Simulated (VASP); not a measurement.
A run of VASP 6.6.1:

INCAR

```
  ALGO = Fast
  EDIFF = 1E-7
  ENCUT = 520
  GGA = PE
  ISIF = 2
  ISMEAR = 0
  LASPH = True
  LCHARG = True
  LELF = True
  LREAL = False
  LVHAR = True
  LWAVE = False
  NBANDS = 27
  NELM = 100
  PREC = Accurate
  SIGMA = 0.1
```

Contents of KPOINTS:

```
k-points
0
Gamma
  4 6 4
```

The input POSCAR:

```
ZnRe
1.0
    4.4861512262      0.0000000000      0.0000000000
    0.0000000000      2.6517965566      0.0000000000
    0.0000000000      0.0000000000      4.8899060920
Zn Re
2 2
Direct
    0.7500000000      0.0000000000      0.6374137349
    0.2500000000      0.0000000000      0.3625862651
    0.7500000000      0.5000000000      0.1345010120
    0.2500000000      0.5000000000      0.8654989880
```

Potentials or basis: VASP PAW PBE potentials, release 64 (Zn, Re).

Launch:

```console
$ cat potpaw_PBE.64/Zn/POTCAR potpaw_PBE.64/Re/POTCAR > POTCAR
$ mpirun -np 1 vasp_std > vasp.out
```

Hardware: 1 thread of Intel(R) Xeon(R) Platinum 8259CL CPU @ 2.50GHz (Skylake/Cascade Lake) (shared host).

Question: How long does it take, and how much memory?

Answer: Run time: 61 s on 1 thread of Intel(R) Xeon(R) Platinum 8259CL CPU @ 2.50GHz (Skylake/Cascade Lake) (shared host), peak memory 0.19 GiB. Counts: scf iterations 17, k points 36.
